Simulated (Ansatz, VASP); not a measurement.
Two plane-wave programs on ZrB2

```
Zr B
1.0
     3.08661    0.00000    0.00000
    -1.54330    2.67308    0.00000
     0.00000    0.00000    3.88110
Zr B
1 2
Direct
  0.00000 0.00000 0.00000
  0.33333 0.66667 0.50000
  0.66667 0.33333 0.50000
```

Alike in both runs: task single point; functional LDA; k mesh 18 × 18 × 12; occupations gaussian, width 0.15 eV; no spin polarisation.

|  | VASP | Ansatz |
| --- | --- | --- |
| version | VASP 6.6.1 | Ansatz 0.2.0 |
| potentials or method | VASP PAW LDA potentials, release 64 (Zr_sv, B), cutoff 520 eV | scalar-relativistic, plane waves, PAW |
| valence electrons in the cell | 18 | 18 |

```csv
,VASP,Ansatz,Ansatz less VASP
gap on the k mesh at the Fermi level (eV),none,none,-
pressure (GPa),-13.7,-14.0,-0.39
"traceless stress, the component that is largest in VASP (GPa)",-23.23,-23.23,-0.003
```

LDA's correlation is that of Perdew and Zunger in VASP and of Perdew and Wang (1992) in Ansatz. A gap of «none» marks a metal or a gap that the smearing closes.
